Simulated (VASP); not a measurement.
# MgS (F-43m) in VASP: vibrations by perturbation theory with PBEsol

Aim: the vibrations by perturbation theory of MgS with PBEsol.

All numbers are computed with VASP 6.6.1; they aren't measurements. Logs are shortened: lines on timing, memory, paths and dates and some standing lists are left out, and cuts for length are marked.

### 1 The cell of the first run

Symmetry: F-43m, No. 216, cubic system. The conventional cell has a = 5.652 Å, b = 5.652 Å, c = 5.652 Å, α = 90.00°, β = 90.00°, γ = 90.00°. Within 3.2 Å of Mg (site symmetry -43m) lie 4 S at 2.45 Å. Within 3.2 Å of S (site symmetry -43m) lie 4 Mg at 2.45 Å.

### 2 Vibrations by perturbation theory, PBEsol

File INCAR:

```
SYSTEM = MgS
ALGO = Normal
EDIFF = 1E-8
ENCUT = 520
GGA = PS
IBRION = 8
ISIF = 2
ISMEAR = 0
ISYM = 0
LASPH = .True.
LCHARG = .False.
LREAL = .False.
LWAVE = .False.
NELM = 80
NSW = 1
PREC = Accurate
SIGMA = 0.05
```

File KPOINTS:

```
k-points
0
Gamma
  6 6 8
  0 0 0
```

File POSCAR:

```
MgS
1.0
    0.0000000000     -2.8258920363     -2.8258920363
   -2.8258920363      0.0000000000     -2.8258920363
    2.8258920363      2.8258920363     -5.6517840726
Mg S
2 2
Direct
    0.0000000000      0.0000000000      0.0000000000
    0.5000000000      0.5000000000      0.5000000000
    0.3750000000      0.3750000000      0.8750000000
    0.8750000000      0.8750000000      0.3750000000
```

Potentials or basis: VASP PAW PBE potentials, release 64 (Mg, S).

Command:

```bash
$ cat potpaw_PBE.64/Mg/POTCAR potpaw_PBE.64/S/POTCAR > POTCAR
$ mpirun -np 1 vasp_std > vasp.out
```

OUTCAR:

```text
SYSTEM = MgS
   EDIFF = 1E-8
   ENCUT = 520
   GGA = PS
   IBRION = 8
   ISIF = 2
   ISMEAR = 0
   ISYM = 0
   LASPH = .True.
   LREAL = .False.
   NELM = 80
   NSW = 1
   PREC = Accurate

 ion  position               nearest neighbor table
   1  0.000  0.000  0.000-   3 2.45   4 2.45   3 2.45   3 2.45
   2  0.500  0.500  0.500-   3 2.45   4 2.45   4 2.45   4 2.45
   3  0.375  0.375  0.875-   1 2.45   2 2.45   1 2.45   1 2.45
   4  0.875  0.875  0.375-   1 2.45   2 2.45   2 2.45   2 2.45

IMPORTANT INFORMATION: All symmetrisations will be switched off!
NOSYMM: (Re-)initialisation of all symmetry stuff for point group C_1.

----------------------------------------------------------------------------------------

                                     Primitive cell

  volume of cell :      90.2665

  direct lattice vectors                    reciprocal lattice vectors
     0.000000000 -2.825892036 -2.825892036     0.088467640 -0.265402921 -0.088467640
    -2.825892036  0.000000000 -2.825892036    -0.265402921  0.088467640 -0.088467640
     2.825892036  2.825892036 -5.651784073     0.088467640  0.088467640 -0.088467640

  length of vectors
     3.996414844  3.996414844  6.921993557     0.293413969  0.293413969  0.153230448

  position of ions in fractional coordinates (direct lattice)
     0.000000000  0.000000000  0.000000000
     0.500000000  0.500000000  0.500000000
     0.375000000  0.375000000  0.875000000
     0.875000000  0.875000000  0.375000000

  ion indices of the primitive-cell ions
   primitive index   ion index
                 1           1
                 2           2
                 3           3
                 4           4

----------------------------------------------------------------------------------------

 KPOINTS: k-points

Automatic generation of k-mesh.
 Grid dimensions read from file:
 generate k-points for:    6    6    8

 Generating k-lattice:

  Cartesian coordinates                     Fractional coordinates (reciprocal lattice)
     0.014744607 -0.044233820 -0.014744607     0.166666667  0.000000000  0.000000000
    -0.044233820  0.014744607 -0.014744607     0.000000000  0.166666667  0.000000000
     0.011058455  0.011058455 -0.011058455     0.000000000  0.000000000  0.125000000

  Length of vectors
     0.048902328  0.048902328  0.019153806

  Shift w.r.t. Gamma in fractional coordinates (k-lattice)
     0.000000000  0.000000000  0.000000000

 -----------------------------------------------------------------------------
|                                                                             |
|           W    W    AA    RRRRR   N    N  II  N    N   GGGG   !!!           |
|           W    W   A  A   R    R  NN   N  II  NN   N  G    G  !!!           |
|           W    W  A    A  R    R  N N  N  II  N N  N  G       !!!           |
|           W WW W  AAAAAA  RRRRR   N  N N  II  N  N N  G  GGG   !            |
|           WW  WW  A    A  R   R   N   NN  II  N   NN  G    G                |
|           W    W  A    A  R    R  N    N  II  N    N   GGGG   !!!           |
|                                                                             |
|     Your reciprocal lattice and k-lattice belong to different lattice       |
|     classes:                                                                |
|                                                                             |
|        The reciprocal lattice is rhombohedral (trigonal),                   |
|        whereas your k-lattice is base-centered monoclinic.                  |
|                                                                             |
|     Results are often still useful ...                                      |
|                                                                             |
 -----------------------------------------------------------------------------

 WARNING: IBZKPT: internal override: KBLOWUP is changed to .FALSE.
      ... skipping the blow-up phase ...

 Subroutine IBZKPT returns following result:
 ===========================================

 Found    148 irreducible k-points:

 Following reciprocal coordinates:
[... 89 lines left out ...]
  ext. energy  EPLUGINS =         0.00000000
  ---------------------------------------------------
  free energy    TOTEN  =       -17.83462480 eV

  energy without entropy =      -17.83462480  energy(sigma->0) =      -17.83462480

 E-fermi :   1.2567     XC(G=0):  -8.5973

 val. band max:        1.0348187719   @ k =   0.0000   0.0000   0.0000
 cond. band min:       4.3568264522   @ k =   0.0000   0.0000   0.0000
 fundamental gap:      3.3220076803
 Fermi energy:         1.2566961537

 k-point     1 :       0.0000    0.0000    0.0000
  band No.  band energies     occupation
      1     -10.2522      2.00000
      2      -9.5506      2.00000
      3      -2.1672      2.00000
      4       0.7026      2.00000
      5       0.7026      2.00000
      6       1.0348      2.00000
      7       1.0348      2.00000
      8       1.0348      2.00000
      9       4.3568      0.00000
     10       6.0491      0.00000
     11       8.5835      0.00000
     12       8.5835      0.00000
[... 331 lines left out ...]
 k-point    24 :       0.5000    0.0000    0.1250
  band No.  band energies     occupation
      1      -9.4864      2.00000
      2      -9.4001      2.00000
      3      -1.8351      2.00000
      4      -1.6132      2.00000
      5      -0.4001      2.00000
      6      -0.0368      2.00000
      7       0.1764      2.00000
      8       0.4500      2.00000
      9       5.6201      0.00000
     10       6.5308      0.00000
     11       7.5257      0.00000
     12       7.7916      0.00000

 [... further k-points ...]

------------------------ aborting loop because EDIFF is reached ----------------------------------------

  FORCE on cell =-STRESS in cart. coord.  units (eV):
  Direction    XX          YY          ZZ          XY          YZ          ZX
  --------------------------------------------------------------------------------------
  -------------------------------------------------------------------------------------
  Total       -0.0489147     -0.0489148     -0.0487207     -0.0014705      0.0015921      0.0015933
  in kB       -0.8682075     -0.8682079     -0.8647642     -0.0261005      0.0282588      0.0282804
  external PRESSURE =      -0.8670599 kB  Pullay stress =       0.0000000 kB

 VOLUME and BASIS-vectors are now :
 -----------------------------------------------------------------------------
  energy-cutoff  :      520.00
  volume of cell :       90.27
      direct lattice vectors                 reciprocal lattice vectors
     0.000000000 -2.825892036 -2.825892036     0.088467640 -0.265402921 -0.088467640
    -2.825892036  0.000000000 -2.825892036    -0.265402921  0.088467640 -0.088467640
     2.825892036  2.825892036 -5.651784073     0.088467640  0.088467640 -0.088467640

 POSITION                                       TOTAL-FORCE (eV/Angst)
 -----------------------------------------------------------------------------------
      0.00000      0.00000      0.00000        -0.000107     -0.000108      0.000110
      0.00000      0.00000     -5.65178        -0.000107     -0.000108      0.000110
      1.41295      1.41295     -7.06473         0.000107      0.000108     -0.000111
     -1.41295     -1.41295     -7.06473         0.000107      0.000108     -0.000109
 -----------------------------------------------------------------------------------
    total drift:                               -0.000008     -0.000006     -0.000006

  FREE ENERGIE OF THE ION-ELECTRON SYSTEM (eV)
  ---------------------------------------------------
  free  energy   TOTEN  =       -17.8346247984 eV

  energy  without entropy=      -17.8346247984  energy(sigma->0) =      -17.83462480

[... ionic steps 2 to 12 ...]

--------------------------------------- Ionic step       13  -------------------------------------------

------------------------ aborting loop because EDIFF is reached ----------------------------------------

--------------------------------------- Ionic step       14  -------------------------------------------

------------------------ aborting loop because EDIFF is reached ----------------------------------------

--------------------------------------- Ionic step       15  -------------------------------------------

 Free energy of the ion-electron system (eV)
  ---------------------------------------------------
  ---------------------------------------------------
  free energy    TOTEN  =        -0.11487409 eV

  energy without entropy =       -0.11487409

------------------------ aborting loop because EDIFF is reached ----------------------------------------

 INTERNAL STRAIN TENSOR  FOR ION    4  DIRECTION 3   (eV/Angst):
 -----------------------------------------------------------------------------
    -0.00094  6.20930 -0.03854
     6.20075  0.00009 -0.04403
     0.01796  0.02108  0.00177

 INTERNAL STRAIN TENSOR FOR ION    4 for displacements in x,y,z  (eV/Angst):
          X           Y           Z          XY          YZ          ZX
  --------------------------------------------------------------------------------
  x     0.00148    -0.00129    -0.00352    -0.09849     6.25531     0.02142
  y    -0.00091     0.00096    -0.00239     0.07802    -0.00372     6.13866
  z    -0.00094     0.00009     0.00177     6.20075     0.02108    -0.03854

 SECOND DERIVATIVES (NOT SYMMETRIZED)
 ------------------------------------
               1X          1Y          1Z          2X          2Y          2Z          3X          3Y          3Z          4X          4Y          4Z
  1X    -6.271252   -0.630594    0.630739    0.641589    0.630613   -0.630724    4.277923   -1.160354    1.165105    1.351739    1.160335   -1.165121
  1Y    -0.630550   -6.271274    0.630767    0.630610    0.641618   -0.630748   -1.159812    4.277400    1.165007    1.159752    1.352256   -1.165026
  1Z     0.630654    0.630641   -6.271273   -0.630799   -0.630827    0.641591    1.160480    1.161432    4.273767   -1.160335   -1.161246    1.355915
  2X     0.641587    0.630610   -0.630720   -6.271252   -0.630598    0.630743    1.351742    1.160332   -1.165129    4.277923   -1.160344    1.165105
  2Y     0.630611    0.641620   -0.630747   -0.630549   -6.271273    0.630767    1.159754    1.352252   -1.165034   -1.159816    4.277401    1.165015
  2Z    -0.630798   -0.630820    0.641589    0.630654    0.630646   -6.271273   -1.160335   -1.161240    1.355923    1.160479    1.161414    4.273761
  3X     4.278041   -1.161695    1.162786    1.353118    1.161855   -1.160997   -6.476905   -0.588019    0.584366    0.845746    0.587859   -0.586155
  3Y    -1.161799    4.278022    1.162708    1.161930    1.353127   -1.160950   -0.587857   -6.476937    0.584421    0.587726    0.845788   -0.586180
  3Z     1.162771    1.162922    4.277564   -1.160765   -1.160739    1.352404    0.584167    0.583758   -6.474719   -0.586174   -0.585941    0.844751
  4X     1.352129    1.161172   -1.160332    4.280932   -1.160571    1.161679    0.792039    0.538234   -0.536099   -6.425100   -0.538835    0.534752
  4Y     1.161928    1.353107   -1.160910   -1.161789    4.278007    1.162751    0.587734    0.845770   -0.586138   -0.587872   -6.476884    0.584297
  4Z    -1.160727   -1.160762    1.352416    1.162798    1.162892    4.277573   -0.586150   -0.585977    0.844758    0.584079    0.583847   -6.474746

 Eigenvectors and eigenvalues of the dynamical matrix
 ----------------------------------------------------

   1 f  =   10.131097 THz    63.655563 2PiTHz  337.937035 cm-1    41.898833 meV
             X         Y         Z           dx          dy          dz
      0.000000  0.000000  0.000000    -0.354494   -0.359420    0.357086
      0.000000  0.000000 -5.651784     0.389300    0.359364   -0.356828
      1.412946  1.412946 -7.064730    -0.193679   -0.189878    0.192254
     -1.412946 -1.412946 -7.064730     0.161150    0.189925   -0.192484
[... 71 lines left out ...]
  12 f/i=    0.030053 THz     0.188828 2PiTHz    1.002459 cm-1     0.124289 meV
             X         Y         Z           dx          dy          dz
      0.000000  0.000000  0.000000     0.464019    0.001115    0.000088
      0.000000  0.000000 -5.651784     0.464693    0.000103    0.000946
      1.412946  1.412946 -7.064730     0.531183   -0.000405    0.001701
     -1.412946 -1.412946 -7.064730     0.535334    0.001766   -0.000664

--------------------------------------------------------------------------------------------------------

 ELASTIC MODULI CONTR FROM IONIC RELAXATION (kBar)
 Direction    XX          YY          ZZ          XY          YZ          ZX
 --------------------------------------------------------------------------------
 XX          -0.0001      0.0000      0.0000     -0.0312     -0.0884      0.0650
 YY           0.0000     -0.0001      0.0000     -0.0721      0.0943     -0.0594
 ZZ           0.0000      0.0000     -0.0001      0.0688      0.0848      0.0604
 XY          -0.0312     -0.0721      0.0688   -241.0982      3.4009      0.0011
 YZ          -0.0884      0.0943      0.0848      3.4009   -243.8150     -1.3856
 ZX           0.0650     -0.0594      0.0604      0.0011     -1.3856   -237.0370
 --------------------------------------------------------------------------------
```

Wall time 55 min (1 thread of Oxide Virtual Turin-like, shared host); peak memory 0.46 GiB.

Results:

| Item | Value |
| --- | --- |
| Highest phonon frequency at Γ, LO-TO splitting left out | 338 cm⁻¹ |

Phonon frequencies in cm⁻¹ (negative: imaginary):
```csv
q point,frequencies
"(0.000, 0.000, 0.000)",-1 0 0 79 79 270 330 330 333 333 333 338
```

Caveat: the PAW data sets were made with another functional, which shifts forces and pressure a little.
